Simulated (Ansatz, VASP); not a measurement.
Two plane-wave programs on Sn

```
Sn
1.0
     3.06377    0.00000    0.00000
     0.00000    3.06377    0.00000
     0.00000    0.00000    3.06377
Sn
1
Direct
  0.00000 0.00000 0.00000
```

Alike in both runs: task single point; functional revPBE; k mesh 11 × 11 × 11; occupations fermi-dirac, width 0.1 eV; no spin polarisation.

|  | VASP | Ansatz |
| --- | --- | --- |
| version | VASP 6.6.1 | Ansatz 0.2.0 |
| potentials or method | VASP PAW PBE potentials, release 64 (Sn_d), cutoff 520 eV | plane waves (420 eV) with PAW, scalar-relativistic |
| valence electrons in the cell | 14 | 14 |

```tsv
	VASP	Ansatz	Ansatz less VASP
pressure (GPa)	2.3	2.3	+0.03
```

VASP's potentials were made for PBE, not for revPBE.
